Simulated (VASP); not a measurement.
# C4N (Pm-3m) in VASP: notebook, part 2 of 2

VASP 6.6.1. The steps go on from the part before.

### 4 Single point, PBE, collinear spin, ferromagnetic start

This run uses another cell than the first one, of 7.59 Å³/atom.

The input, INCAR:

```
ALGO = Normal
EDIFF = 1E-6
ENCUT = 520
GGA = PE
ISIF = 2
ISMEAR = 0
ISPIN = 2
LASPH = T
LCHARG = F
LORBIT = 11
LREAL = F
LWAVE = F
MAGMOM = 1 1 1 1 1
NBANDS = 22
NELM = 150
PREC = Accurate
SIGMA = 0.1
```

The input, KPOINTS:

```
k-points
0
Gamma
  6 6 6
```

The input, POSCAR:

```
C4N
1.0
    3.3598671075      0.0000000000      0.0000000000
    0.0000000000      3.3598671075      0.0000000000
    0.0000000000      0.0000000000      3.3598671075
C N
4 1
Direct
    0.5000000000      0.0000000000      0.0000000000
    0.0000000000      0.5000000000      0.0000000000
    0.0000000000      0.0000000000      0.5000000000
    0.5000000000      0.5000000000      0.5000000000
    0.0000000000      0.0000000000      0.0000000000
```

On the command line:

```console
$ cat potpaw_PBE.64/C/POTCAR potpaw_PBE.64/N/POTCAR > POTCAR
$ mpirun -np 1 vasp_std > vasp.out
```

Run time: 35 s. Hardware: 1 thread of Intel Xeon 8259CL, shared host; peak memory 0.17 GiB.

It converged, with:

```
Free energy                                           : -23.9313 eV
Pressure                                              : 0.1 GPa
Net moment                                            : 0.00 μB per cell
Valence electrons inside the program's atomic spheres : C 2.11, 2.01 (each value once); N 3.62
```

Levels at points of the mesh, in eV from the Fermi level:
Spin up:
```tsv
k point	band 8	band 9	band 10	band 11	band 12	band 13
(0.00, 0.00, 0.00)	-1.58	-1.58	-1.58	-1.21	1.39	1.39
(0.50, 0.00, 0.00)	-2.79	-2.79	-0.42	1.25	1.25	1.84
(0.50, 0.50, 0.00)	-2.30	-1.39	-0.77	-0.77	0.12	2.13
(0.50, 0.50, 0.50)	-6.91	2.45	2.45	2.75	2.75	2.75
```
Spin down:
```csv
k point,band 8,band 9,band 10,band 11,band 12,band 13
"(0.00, 0.00, 0.00)",-1.58,-1.58,-1.58,-1.22,1.39,1.39
"(0.50, 0.00, 0.00)",-2.78,-2.78,-0.42,1.25,1.25,1.84
"(0.50, 0.50, 0.00)",-2.30,-1.39,-0.77,-0.77,0.12,2.13
"(0.50, 0.50, 0.50)",-6.90,2.45,2.45,2.75,2.75,2.75
```

### 5 Single point, PBE

This run uses another cell than the first one, of 7.45 Å³/atom.

The input, INCAR:

```
SYSTEM = C4N
ALGO = Normal ; EDIFF = 1E-7
ENCUT = 520 ; GGA = PE
ISIF = 2 ; ISMEAR = 0
LASPH = .TRUE. ; LCHARG = .FALSE.
LREAL = .FALSE. ; LWAVE = .FALSE.
NBANDS = 18 ; NELM = 80
PREC = Accurate ; SIGMA = 0.1
```

The input, KPOINTS:

```
k-points
0
G
  12 12 12
  0 0 0
```

POSCAR, as its differences from that of step 4:

```diff
@@ -2,5 +2,5 @@
 1.0
-    3.3598671075      0.0000000000      0.0000000000
-    0.0000000000      3.3598671075      0.0000000000
-    0.0000000000      0.0000000000      3.3598671075
+    3.3390511563      0.0000000000      0.0000000000
+    0.0000000000      3.3390511563      0.0000000000
+    0.0000000000      0.0000000000      3.3390511563
 C N
```

On the command line:

```console
$ cat potpaw_PBE.64/C/POTCAR potpaw_PBE.64/N/POTCAR > POTCAR
$ mpirun -np 1 vasp_std > vasp.out
```

Run time: 58 s. Hardware: 1 thread of Intel Xeon 8259CL, shared host; peak memory 0.18 GiB.

The run converged. Its results:

- Free energy: -23.8064 eV
- Pressure: -0.2 GPa
- Band gap on the k mesh: zero (an odd number of electrons rules out a gap without spin polarisation)

Levels at points of the mesh, in eV from the Fermi level:
```csv
k point,band 7,band 8,band 9,band 10,band 11,band 12,band 13,band 14,band 15,band 16
"(0.00, 0.00, 0.00)",-7.38,-1.82,-1.82,-1.82,-1.25,1.17,1.17,1.17,5.26,5.26
"(0.50, 0.00, 0.00)",-6.85,-3.04,-3.04,-0.68,1.01,1.01,1.66,1.78,3.41,3.41
"(0.50, 0.50, 0.00)",-2.56,-2.56,-1.56,-1.05,-1.05,0.00,1.91,1.91,2.07,4.15
"(0.50, 0.50, 0.50)",-7.25,-7.25,2.18,2.18,2.48,2.48,2.48,4.28,4.28,4.28
```

Caveat: an odd number of electrons without spin polarisation forces a metal; a magnetic or distorted state may lie lower.

### 6 Relaxation of cell and atoms, PBE

This run uses another cell than the first one, of 7.59 Å³/atom.

The input, INCAR:

```
PREC = Accurate ; ENCUT = 600
EDIFF = 1E-6 ; ISMEAR = 0
SIGMA = 0.1 ; LREAL = F
LASPH = T ; NELM = 80
ALGO = Normal ; ISIF = 3
LWAVE = F ; LCHARG = F
GGA = PE ; IBRION = 2
NSW = 100 ; EDIFFG = -0.01
```

The input, KPOINTS:

```
Automatic mesh
0
Gamma
  12 12 12
```

POSCAR, as its differences from that of step 5:

```diff
@@ -2,5 +2,5 @@
 1.0
-    3.3390511563      0.0000000000      0.0000000000
-    0.0000000000      3.3390511563      0.0000000000
-    0.0000000000      0.0000000000      3.3390511563
+    3.3598671075      0.0000000000      0.0000000000
+    0.0000000000      3.3598671075      0.0000000000
+    0.0000000000      0.0000000000      3.3598671075
 C N
```

Potentials or basis: VASP PAW PBE potentials, release 64 (C, N).

On the command line:

```console
$ cat potpaw_PBE.64/C/POTCAR potpaw_PBE.64/N/POTCAR > POTCAR
$ mpirun -np 1 vasp_std > vasp.out
```

Wall time 73 s (1 thread of Intel Xeon 8259CL, shared host); peak memory 0.18 GiB.

The run converged. Its results:

- Free energy: -23.8119 eV
- Relaxed volume: 7.44 Å³/atom
- Relaxed cell: a = 3.338 Å, b = 3.338 Å, c = 3.338 Å, α = 90.00°, β = 90.00°, γ = 90.00°
- Space group after relaxing (to 0.1 Å): Pm-3m (No. 221)
- Energy gained by relaxing: 1.5 meV/atom
- Ionic steps: 2
- Pressure after relaxing: -0.2 GPa
- Band gap on the k mesh: zero (an odd number of electrons rules out a gap without spin polarisation)

Step by step:
```csv
step,energy change (eV),largest force (eV/Å),pressure (GPa),volume (Å³)
1,0.0000,0.0000,-2.90,37.93
2,-0.0073,0.0000,-0.19,37.18
```

Final structure:
```xyz
5
Lattice="3.3376 0.0000 0.0000 0.0000 3.3376 0.0000 0.0000 0.0000 3.3376" Properties=species:S:1:pos:R:3 pbc="T T T"
C     1.6688    0.0000    0.0000
C     0.0000    1.6688    0.0000
C     0.0000    0.0000    1.6688
C     1.6688    1.6688    1.6688
N     0.0000    0.0000    0.0000
```

Levels at points of the mesh, in eV from the Fermi level:
```tsv
k point	band 9	band 10	band 11	band 12	band 13	band 14
(0.00, 0.00, 0.00)	-1.82	-1.82	-1.24	1.17	1.17	1.17
(0.50, 0.00, 0.00)	-3.05	-0.69	1.01	1.01	1.66	1.79
(0.50, 0.50, 0.00)	-1.56	-1.05	-1.05	0.00	1.91	1.91
(0.50, 0.50, 0.50)	2.18	2.18	2.48	2.48	2.48	4.28
```

Caveat: an odd number of electrons without spin polarisation forces a metal; a magnetic or distorted state may lie lower.

### 7 The runs side by side

| task | spin | cell | k mesh | cutoff (eV) | gap on the mesh (eV) | pressure (GPa) | moment (μB) | relaxed volume (Å³/atom) |
| --- | --- | --- | --- | --- | --- | --- | --- | --- |
| relaxation of cell and atoms | off | relaxed from a = 3.329 Å, 5 atoms | 6 × 6 × 6 | 600 | none | -0.1 | - | 7.59 |
| single point | collinear, ferromagnetic start | a = 3.920 Å, 5 atoms | 4 × 4 × 4 | 520 | none | -27.6 | 0.00 | - |
| single point | collinear, ferromagnetic start | a = 3.360 Å, 5 atoms | 6 × 6 × 6 | 520 | none | 0.1 | 0.00 | - |
| single point | off | a = 3.339 Å, 5 atoms | 12 × 12 × 12 | 520 | none | -0.2 | - | - |
| relaxation of cell and atoms | off | relaxed from a = 3.360 Å, 5 atoms | 12 × 12 × 12 | 600 | none | -0.2 | - | 7.44 |

Alike in all rows: level PBE; potentials or basis VASP PAW PBE potentials, release 64 (C, N); smearing gaussian 0.1 eV.

Caveats: some runs use coarse meshes; an odd number of electrons without spin polarisation forces a metal (at least some runs); a magnetic or distorted state may lie lower (at least some runs).

Total energies depend on the potentials used, so only differences within one code and one set of settings carry meaning.
